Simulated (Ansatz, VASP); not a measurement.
# BW2 in VASP and in Ansatz

The input INCAR:

```
SYSTEM = BW2
PREC = Accurate ; ENCUT = 520
EDIFF = 1E-6 ; ISMEAR = 0
SIGMA = 0.1 ; LREAL = .False.
LASPH = .True. ; NELM = 60
ALGO = Normal ; ISIF = 2
LWAVE = .False. ; LCHARG = .False.
LDIPOL = .True. ; IDIPOL = 3
DIPOL = 0.5 0.5 0.500 ; GGA = PE
NBANDS = 22
```

Contents of KPOINTS:

```
regular mesh
0
Gamma
  6 6 1
  0 0 0
```

POSCAR

```
BW2
1.0
    2.8103190000      0.0000000000      0.0000000000
    0.0000000000      2.8103190000      0.0000000000
    0.0000000000      0.0000000000     17.0000000000
B W
1 2
Direct
    0.5000000000      0.5000000000      0.5000000000
    0.0000000000      0.0000000000      0.4261829600
    0.0000000000      0.0000000000      0.5738170400
```

Input for Ansatz:

```yaml
crystal:
  lattice:
    - [2.810319, 0.0, 0.0]
    - [0.0, 2.810319, 0.0]
    - [0.0, 0.0, 17.0]
  atoms:
    - { symbol: B, position: [0.5, 0.5, 0.5] }
    - { symbol: W, position: [0.0, 0.0, 0.42618296] }
    - { symbol: W, position: [0.0, 0.0, 0.57381704] }
  periodic: [true, true, false]
basis:
  ecutwfc: 420
kpoints:
  mp_grid: { grid: [6, 6, 1] }
hamiltonian:
  xc: pbe
scf:
  occupations: { method: gaussian, width: 0.1 }
  lower_state_search: "off"
output:
  forces: true
  stress: true
  eigenvalues: true
```

Alike in both runs: task single point; functional PBE; k mesh 6 × 6 × 1; occupations gaussian, width 0.1 eV; no spin polarisation.

```csv
,VASP,Ansatz
version,VASP 6.6.1,Ansatz 0.2.0
potentials or method,"VASP PAW PBE potentials, release 64 (B, W_sv), cutoff 520 eV","scalar-relativistic, plane waves, PAW"
valence electrons in the cell,31,31
```

```csv
,VASP,Ansatz,Ansatz less VASP
gap on the k mesh at the Fermi level (eV),none,none,-
rms of the force components (eV/Å),0.591,0.564,-0.0272
```

Atom by atom the forces differ by 0.027 eV/Å (rms over components). A gap of «none» marks a metal or a gap that the smearing closes. The functional is the same, so the differences come from potentials, cutoffs and numerics. Ansatz's warnings: slab cell height set.

The k mesh is coarse, so the values compare programs but aren't converged. Spin-orbit coupling is off throughout.
